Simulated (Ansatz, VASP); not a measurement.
## Two plane-wave programs on Hf4F

The input INCAR:

```
SYSTEM = Hf4F
PREC = Accurate
ENCUT = 520
EDIFF = 1E-7
ISMEAR = 0
SIGMA = 0.1
LREAL = .FALSE.
LASPH = .TRUE.
NELM = 100
ALGO = Normal
ISIF = 2
LWAVE = .FALSE.
LCHARG = .FALSE.
LDIPOL = .TRUE.
IDIPOL = 3
DIPOL = 0.5 0.5 0.356
GGA = PE
NBANDS = 32
```

File KPOINTS:

```
Automatic mesh
0
G
  9 9 1
  0 0 0
```

File POSCAR:

```
Hf4F
1.0
    3.2048170381      0.0000000000      0.0000000000
   -1.6024085190      2.7754529695      0.0000000000
    0.0000000000      0.0000000000     24.5281466259
Hf F
4 1
Direct
    0.6666666667      0.3333333333      0.1630779553
    0.3333333333      0.6666666667      0.2663815885
    0.6666666667      0.3333333333      0.3732987945
    0.3333333333      0.6666666667      0.4699966451
    0.6666666667      0.3333333333      0.5087276595
```

Input for Ansatz:

```yaml
crystal:
  lattice:
    - [3.2048170381, 0.0, 0.0]
    - [-1.602408519, 2.7754529695, 0.0]
    - [0.0, 0.0, 24.5281466259]
  atoms:
    - { symbol: Hf, position: [0.6666666667, 0.3333333333, 0.1630779553] }
    - { symbol: Hf, position: [0.3333333333, 0.6666666667, 0.2663815885] }
    - { symbol: Hf, position: [0.6666666667, 0.3333333333, 0.3732987945] }
    - { symbol: Hf, position: [0.3333333333, 0.6666666667, 0.4699966451] }
    - { symbol: F, position: [0.6666666667, 0.3333333333, 0.5087276595] }
basis:
  ecutwfc: 420
kpoints:
  mp_grid: { grid: [9, 9, 1] }
hamiltonian:
  xc: pbe
scf:
  occupations: { method: gaussian, width: 0.1 }
output:
  forces: true
  eigenvalues: true
  write_density: true
  write_potential: true
  elf: true
  volumetric_format: npy
efield:
  axis: 3
  dipole_correction: true
  ramp_width: 0.04
```

Alike in both runs: task single point; functional PBE; k mesh 9 × 9 × 1; occupations gaussian, width 0.1 eV; no spin polarisation.

|  | VASP | Ansatz |
| --- | --- | --- |
| version | VASP 6.6.1 | Ansatz 0.2.0 |
| potentials or method | VASP PAW PBE potentials, release 64 (Hf_pv, F), cutoff 520 eV | scalar-relativistic, plane waves, PAW |
| valence electrons in the cell | 47 | 111 |

|  | VASP | Ansatz | Ansatz less VASP |
| --- | --- | --- | --- |
| gap on the k mesh at the Fermi level (eV) | none | none | - |
| rms of the force components (eV/Å) | 1.568 | 1.630 | +0.0620 |

Atom by atom the forces differ by 0.066 eV/Å (rms over components). A gap of «none» marks a metal or a gap that the smearing closes. With one functional, cell and mesh, what is left measures potentials, basis and numerics. VASP's potentials hold 47 valence electrons a cell and Ansatz's 111, so a difference there can come from the potentials and not from the codes. Ansatz's warnings: xc potential rough in thin density.

Neither program's run includes spin-orbit coupling.
